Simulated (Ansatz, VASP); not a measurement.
One calculation of CuI, two programs

```xyz
2
Lattice="0.0000 3.0516 3.0516 3.0516 0.0000 3.0516 3.0516 3.0516 0.0000" Properties=species:S:1:pos:R:3 pbc="T T T"
Cu    4.5774    4.5774    4.5774
I     0.0000    0.0000    0.0000
```

Change from the starting cell: volume scaled by 1.02, PAW files.

Alike in both runs: task electric field gradients; functional PBE; k mesh 9 × 9 × 9; occupations fermi-dirac, width 0.03 eV; no spin polarisation.

```csv
,VASP,Ansatz
version,VASP 6.6.1,Ansatz 0.2.0
potentials or method,"VASP PAW PBE potentials, release 64 (Cu, I)","PAW with Ansatz's default frozen-core files, scalar-relativistic"
plane-wave cutoff (eV),520,420
valence electrons in the cell,18,36
```

Ansatz gave:

| Item | Value |
| --- | --- |
| pressure (GPa) | -0.5 |

Q: Which values does VASP return?

A: Pressure (GPa): -0.4.

The functional is the same, so the differences come from potentials, cutoffs and numerics. VASP's potentials hold 18 valence electrons a cell and Ansatz's 36, so a difference there can come from the potentials and not from the codes.

Spin-orbit coupling is off throughout.
